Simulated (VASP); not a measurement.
Write the native input for VASP 6.6.1 that does the following.

| Quantity | Value |
| --- | --- |
| Task | single point |
| Functional | PBEsol |
| Potentials or basis | VASP PAW PBE potentials, release 64 (Ga_d, N) |
| Cutoff | 600 eV |
| k mesh | 10 × 10 × 10 |
| Occupations | gaussian, width 0.02 eV |
| Spin | no spin polarisation |
| Dipole correction | no |
| Further INCAR settings | ALGO = Normal; EDIFF = 1e-06; NBANDS = 16 |

The structure of GaN lies in POSCAR:

```
GaN
1.0
    0.0000000000      2.2489555081      2.2489555081
    2.2489555081      0.0000000000      2.2489555081
    2.2489555081      2.2489555081      0.0000000000
Ga N
1 1
Direct
    0.0000000000      0.0000000000      0.0000000000
    0.7500000000      0.7500000000      0.7500000000
```

The input as run:

INCAR

```
SYSTEM = GaN
PREC     = Accurate       ! precision mode
ENCUT    = 600            ! plane-wave cutoff, eV
EDIFF    = 1E-6           ! SCF threshold, eV
ISMEAR   = 0              ! smearing method
SIGMA    = 0.02           ! smearing width, eV
LREAL    = .False.        ! projectors in reciprocal space
LASPH    = .True.         ! aspherical terms in the spheres
NELM     = 120            ! most SCF steps
ALGO     = Normal         ! electronic algorithm
ISIF     = 2              ! what is computed and relaxed
LWAVE    = .False.        ! write WAVECAR
LCHARG   = .False.        ! write CHGCAR
GGA      = PS             ! functional
NBANDS   = 16             ! bands
GGA_COMPAT= .False.
```

KPOINTS

```
regular mesh
0
Gamma
  10 10 10
  0 0 0
```

Potentials or basis: VASP PAW PBE potentials, release 64 (Ga_d, N).

Command:

```bash
$ cat potpaw_PBE.64/Ga_d/POTCAR potpaw_PBE.64/N/POTCAR > POTCAR
$ mpirun -np 1 vasp_std > vasp.out
```

Results of the run:

The pressure is -0.4 GPa and the band gap on the k mesh is 1.72 eV.

Caveat: the PAW data sets were made with another functional, which shifts forces and pressure a little.

Run time: 37 s on 1 thread of AMD EPYC 7R43 64-Core Processor (Zen 3), with other jobs on the host, peak memory 0.13 GiB.
